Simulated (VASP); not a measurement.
# ScIn4 (P-43m) in VASP: further runs

Runs on ScIn4. Level: PBE. Tasks: single point, relaxation of cell and atoms.

Everything below comes from runs of VASP 6.6.1. Logs are shortened: lines on timing, memory, paths and dates and some standing lists are left out, and cuts for length are marked.

**1. The cell of the first run**

It takes space group P-43m (No. 215, cubic). Conventional cell: a = 5.426 Å, b = 5.426 Å, c = 5.426 Å, α = 90.00°, β = 90.00°, γ = 90.00°. Within 3.7 Å of Sc (site symmetry -43m) lie 4 In at 2.82 Å. In (site symmetry 3m) has 1 Sc at 2.82 Å and 3 In at 3.06 Å within 3.7 Å.

The cell was built from a structure type or drawn by symmetry, and may not be a known phase.

**2. Single point, PBE**

File INCAR:

```
  PREC = Accurate
  ENCUT = 520
  EDIFF = 1E-6
  ISMEAR = 0
  SIGMA = 0.1
  LREAL = False
  LASPH = True
  NELM = 80
  ALGO = Fast
  ISIF = 2
  LWAVE = False
  LCHARG = True
  GGA = PE
  LELF = True
  LVHAR = True
  NBANDS = 40
```

File KPOINTS:

```
Automatic mesh
0
Gamma
  8 8 8
```

File POSCAR:

```
ScIn4
1.0
    5.4257819080      0.0000000000      0.0000000000
    0.0000000000      5.4257819080      0.0000000000
    0.0000000000      0.0000000000      5.4257819080
Sc In
1 4
Direct
    0.5000000000      0.5000000000      0.5000000000
    0.8005665255      0.8005665255      0.8005665255
    0.1994334745      0.1994334745      0.8005665255
    0.1994334745      0.8005665255      0.1994334745
    0.8005665255      0.1994334745      0.1994334745
```

Potentials or basis: VASP PAW PBE potentials, release 64 (Sc_sv, In_d).

The run is started by

```
cat potpaw_PBE.64/Sc_sv/POTCAR potpaw_PBE.64/In_d/POTCAR > POTCAR
mpirun -np 1 vasp_std > vasp.out
```

OUTCAR:

```text
PREC = Accurate
   ENCUT = 520
   EDIFF = 1E-6
   ISMEAR = 0
   LREAL = False
   LASPH = True
   NELM = 80
   ISIF = 2
   GGA = PE

 ion  position               nearest neighbor table
   1  0.500  0.500  0.500-   2 2.82   3 2.82   4 2.82   5 2.82
   2  0.801  0.801  0.801-   1 2.82   3 3.06   4 3.06   5 3.06   4 3.91   5 3.91   3 3.91   5 3.91
                             3 3.91   4 3.91
   3  0.199  0.199  0.801-   1 2.82   2 3.06   4 3.06   5 3.06   2 3.91   5 3.91   2 3.91   4 3.91
                             4 3.91   5 3.91
   4  0.199  0.801  0.199-   1 2.82   2 3.06   3 3.06   5 3.06   2 3.91   5 3.91   2 3.91   3 3.91
                             3 3.91   5 3.91
   5  0.801  0.199  0.199-   1 2.82   2 3.06   3 3.06   4 3.06   2 3.91   4 3.91   2 3.91   3 3.91
                             3 3.91   4 3.91

  LATTYP: Found a simple cubic cell.
 ALAT       =     5.4257819080

  Lattice vectors:

 A1 = (   5.4257819080,   0.0000000000,   0.0000000000)
 A2 = (   0.0000000000,   5.4257819080,   0.0000000000)
 A3 = (   0.0000000000,   0.0000000000,   5.4257819080)

Analysis of symmetry for initial positions (statically):
=====================================================================
 Subroutine PRICEL returns:
 Original cell was already a primitive cell.

 Routine SETGRP: Setting up the symmetry group for a
 simple cubic supercell.

 Subroutine GETGRP returns: Found 24 space group operations
 (whereof 24 operations were pure point group operations)
 out of a pool of 48 trial point group operations.

The static configuration has the point symmetry T_d .

Analysis of symmetry for dynamics (positions and initial velocities):
=====================================================================
 Subroutine PRICEL returns:
 Original cell was already a primitive cell.

 Routine SETGRP: Setting up the symmetry group for a
 simple cubic supercell.

 Subroutine GETGRP returns: Found 24 space group operations
 (whereof 24 operations were pure point group operations)
 out of a pool of 48 trial point group operations.

The dynamic configuration has the point symmetry T_d .

 Subroutine INISYM returns: Found 24 space group operations
 (whereof 24 operations are pure point group operations),
 and found     1 'primitive' translations

----------------------------------------------------------------------------------------

                                     Primitive cell

[... 90 lines left out ...]
   ISPIN  =      1    spin polarized calculation?
   LNONCOLLINEAR =      F non collinear calculations
   LSORBIT =      F    spin-orbit coupling
   LASPH  =      T    aspherical Exc in radial PAW
   ENCUT  =  520.0 eV  38.22 Ry    6.18 a.u.  10.09 10.09 10.09*2*pi/ulx,y,z
   NELM   =     80;   NELMIN=  2; NELMDL= -5     # of ELM steps
   EDIFF  = 0.1E-05   stopping-criterion for ELM
   LREAL  =      F    real-space projection
[... 7 lines left out ...]
   TEBEG  =    0.0;   TEEND  =   0.0 temperature during run
   PSTRESS=    0.0 pullay stress
   NELECT =      63.0000    total number of electrons
   NUPDOWN=      -1.0000    fix difference up-down
   EMIN   =  10.00;   EMAX   =-10.00  energy-range for DOS
   EFERMI =   0.00;   METHOD = LEGACY
   ISMEAR =     0;   SIGMA  =   0.10  broadening in eV -4-tet -1-fermi 0-gaus
   EFERMI_NEDOS =   21; number of points for ismear=-14 and -15
   IALGO  =     68    algorithm
   IMIX   =      4    mixing-type and parameters
     AMIX     =   0.40;   BMIX     =  1.00
     AMIX_MAG =   1.60;   BMIX_MAG =  1.00
  volume/ion in A,a.u.               =      31.95       215.58
  Fermi-wavevector in a.u.,A,eV,Ry     =   1.200584  2.268775 19.611476  1.441403
  Thomas-Fermi vector in A             =   2.336416
   LORBIT       =      0    0 simple, 1 ext, 2 COOP (PROOUT), +10 PAW based schemes
   GGA     = PE    functional components
   LHFCALC =     F    Hartree Fock is set to
   AEXX    =    0.0000 exact exchange contribution
   IVDW    =     0    specifies the selected vdW correction
   LEPSILON=     F    determine dielectric tensor
   LRPA    =     F    only Hartree local field effects (RPA)
 non-spin polarized calculation
 RMM-DIIS sequential band-by-band and
 Gauss-broadening in eV      SIGMA  =   0.10
  energy-cutoff  :      520.00
  volume of cell :      159.73
 maximum number of plane-waves:      4337
   NGX = 21   NGY = 21   NGZ = 21

 number of electron      62.9999958 magnetization

 Free energy of the ion-electron system (eV)
  ---------------------------------------------------
  ext. energy  EPLUGINS =         0.00000000
  ---------------------------------------------------
  free energy    TOTEN  =       -15.33257771 eV

  energy without entropy =      -15.31506719  energy(sigma->0) =      -15.32382245

 E-fermi :   4.6292     XC(G=0):  -9.1117

 val. band max:        4.6289080927   @ k =   0.2500   0.2500   0.2500
 cond. band min:       4.7024871072   @ k =   0.3750   0.1250   0.0000
 fundamental gap:      0.0735790146
 Fermi energy:         4.6291666878

 k-point     1 :       0.0000    0.0000    0.0000
  band No.  band energies     occupation
      1     -45.4121      2.00000
      2     -24.0564      2.00000
      3     -24.0564      2.00000
      4     -24.0564      2.00000
      5      -9.9912      2.00000
      6      -9.8487      2.00000
[... 1021 lines left out ...]
     39       8.1058      0.00000
     40       8.3902      0.00000

 [... further k-points ...]

------------------------ aborting loop because EDIFF is reached ----------------------------------------

  FORCE on cell =-STRESS in cart. coord.  units (eV):
  Direction    XX          YY          ZZ          XY          YZ          ZX
  --------------------------------------------------------------------------------------
  -------------------------------------------------------------------------------------
  Total       -0.0165695     -0.0165695     -0.0165695     -0.0000000      0.0000000     -0.0000000
  in kB       -0.1662003     -0.1662003     -0.1662003     -0.0000000      0.0000000     -0.0000000
  external PRESSURE =      -0.1662003 kB  Pullay stress =       0.0000000 kB

 VOLUME and BASIS-vectors are now :
 -----------------------------------------------------------------------------
  energy-cutoff  :      520.00
  volume of cell :      159.73
      direct lattice vectors                 reciprocal lattice vectors
     5.425781908  0.000000000  0.000000000     0.184305233  0.000000000  0.000000000
     0.000000000  5.425781908  0.000000000     0.000000000  0.184305233  0.000000000
     0.000000000  0.000000000  5.425781908     0.000000000  0.000000000  0.184305233

 POSITION                                       TOTAL-FORCE (eV/Angst)
 -----------------------------------------------------------------------------------
      2.71289      2.71289      2.71289        -0.000000      0.000000     -0.000000
      4.34370      4.34370      4.34370         0.002968      0.002968      0.002968
      1.08208      1.08208      4.34370        -0.002968     -0.002968      0.002968
      1.08208      4.34370      1.08208        -0.002968      0.002968     -0.002968
      4.34370      1.08208      1.08208         0.002968     -0.002968     -0.002968
 -----------------------------------------------------------------------------------
    total drift:                               -0.000000     -0.000000     -0.000000

  FREE ENERGIE OF THE ION-ELECTRON SYSTEM (eV)
  ---------------------------------------------------
  free  energy   TOTEN  =       -15.3325777138 eV

  energy  without entropy=      -15.3150671929  energy(sigma->0) =      -15.32382245
```

Run time: 2.2 min. Hardware: 1 thread of Intel Xeon 6975P-C (Granite Rapids), shared host; peak memory 0.35 GiB.

What came out:

| Quantity | Value |
| --- | --- |
| Free energy | -15.3326 eV |
| Pressure | 0.0 GPa |
| Largest force | 0.005 eV/Å |
| Band gap on the k mesh | zero (an odd number of electrons rules out a gap without spin polarisation) |

Forces on the atoms (eV/Å):
```
Sc   0.000  0.000  0.000
In   0.003  0.003  0.003
In  -0.003 -0.003  0.003
In  -0.003  0.003 -0.003
In   0.003 -0.003 -0.003
```

Levels at points of the mesh, in eV from the Fermi level:
| k point | band 30 | band 31 | band 32 | band 33 | band 34 | band 35 |
| --- | --- | --- | --- | --- | --- | --- |
| (0.00, 0.00, 0.00) | -1.46 | -1.46 | 0.89 | 0.89 | 0.89 | 2.06 |
| (0.50, 0.00, 0.00) | -0.23 | -0.09 | 0.17 | 0.66 | 0.66 | 0.74 |
| (0.50, 0.50, 0.00) | -0.77 | -0.48 | -0.48 | 1.12 | 1.31 | 1.37 |
| (0.50, 0.50, 0.50) | -1.96 | -1.96 | -1.87 | 1.36 | 1.36 | 1.53 |

Caveat: spin-orbit coupling is left out, which moves the levels of the heavy elements.

**3. Relaxation of cell and atoms, PBE**

This run uses another cell than the first one, of 26.81 Å³/atom.

File INCAR:

```
SYSTEM = ScIn4
ALGO     = Fast           ! electronic algorithm
EDIFF    = 1E-7           ! SCF threshold, eV
EDIFFG   = -0.04          ! ionic threshold
ENCUT    = 600            ! plane-wave cutoff, eV
GGA      = PE             ! functional
IBRION   = 2              ! ionic algorithm
ISIF     = 3              ! what is computed and relaxed
ISMEAR   = 0              ! smearing method
LASPH    = .True.         ! aspherical terms in the spheres
LCHARG   = .False.        ! write CHGCAR
LREAL    = .False.        ! projectors in reciprocal space
LWAVE    = .False.        ! write WAVECAR
NELM     = 80             ! most SCF steps
NSW      = 90             ! ionic steps
PREC     = Accurate       ! precision mode
SIGMA    = 0.1            ! smearing width, eV
```

File KPOINTS:

```
k-points
0
Gamma
  4 4 4
  0 0 0
```

File POSCAR:

```
ScIn4
1.0
    5.1179406000      0.0000000000      0.0000000000
    0.0000000000      5.1179406000      0.0000000000
    0.0000000000      0.0000000000      5.1179406000
Sc In
1 4
Direct
    0.5000000000      0.5000000000      0.5000000000
    0.7545236100      0.7545236100      0.7545236100
    0.2454763900      0.2454763900      0.7545236100
    0.2454763900      0.7545236100      0.2454763900
    0.7545236100      0.2454763900      0.2454763900
```

Potentials or basis: VASP PAW PBE potentials, release 64 (Sc_sv, In_d).

The run is started by

```
cat potpaw_PBE.64/Sc_sv/POTCAR potpaw_PBE.64/In_d/POTCAR > POTCAR
mpirun -np 1 vasp_std > vasp.out
```

Run time: 14 min. Hardware: 1 thread of Intel Xeon 6975P-C (Granite Rapids), shared host; peak memory 0.31 GiB.

Results (log left out):

```yaml
Free_energy: -15.3203 eV
Relaxed_volume: 31.85 Å³/atom
Relaxed_cell: a = 5.420 Å, b = 5.420 Å, c = 5.420 Å, α = 90.00°, β = 90.00°, γ = 90.00°
Space_group_after_relaxing_to_0.1_Å: P-43m (No. 215)
Energy_gained_by_relaxing: 1322.6 meV/atom
Ionic_steps: 12
Pressure_after_relaxing: 0.0 GPa
Largest_force_after_relaxing: 0.003 eV/Å
Band_gap_on_the_k_mesh: zero (an odd number of electrons rules out a gap without spin polarisation)
```

Forces on the atoms (eV/Å):
```
Sc   0.000  0.000  0.000
In   0.002  0.002  0.002
In  -0.002 -0.002  0.002
In  -0.002  0.002 -0.002
In   0.002 -0.002 -0.002
```

The path:
```
step  energy change (eV)  largest force (eV/Å)  pressure (GPa)  volume (Å³)
   1              0.0000                7.6146           21.24       134.06
   2             -5.4316                0.2837           -4.79       215.53
   3             -5.8600                1.0677           -2.95       187.98
   4             -5.8593                1.1212           -2.81       186.78
   5             -6.3118                0.9042           -1.92       173.17
   6             -6.5756                0.0527            1.25       154.20
   7             -6.5992                0.2748            0.32       157.33
   8             -6.6010                0.2018            0.60       156.19
   9             -6.6007                0.1637            0.75       155.62
  10             -6.6118                0.0551            0.24       158.09
  11             -6.6118                0.0543            0.24       158.08
  12             -6.6129                0.0034           -0.02       159.24
```

Final structure:
```xyz
5
Lattice="5.4202 0.0000 0.0000 0.0000 5.4202 0.0000 0.0000 0.0000 5.4202" Properties=species:S:1:pos:R:3 pbc="T T T"
Sc    2.7101    2.7101    2.7101
In    4.3402    4.3402    4.3402
In    1.0800    1.0800    4.3402
In    1.0800    4.3402    1.0800
In    4.3402    1.0800    1.0800
```

Levels at points of the mesh, in eV from the Fermi level:
```
           k point  band 29  band 30  band 31  band 32  band 33  band 34
(0.00, 0.00, 0.00)    -2.31    -1.40    -1.40     0.94     0.94     0.94
(0.50, 0.00, 0.00)    -1.21    -0.15    -0.04     0.23     0.73     0.73
(0.50, 0.50, 0.00)    -0.82    -0.69    -0.42    -0.42     1.17     1.39
(0.50, 0.50, 0.50)    -1.89    -1.89    -1.89    -1.81     1.41     1.41
```

Caveat: the volume moved by over 15 % at a fixed basis, so the end points are rough; spin-orbit coupling is left out, which moves the levels of the heavy elements.
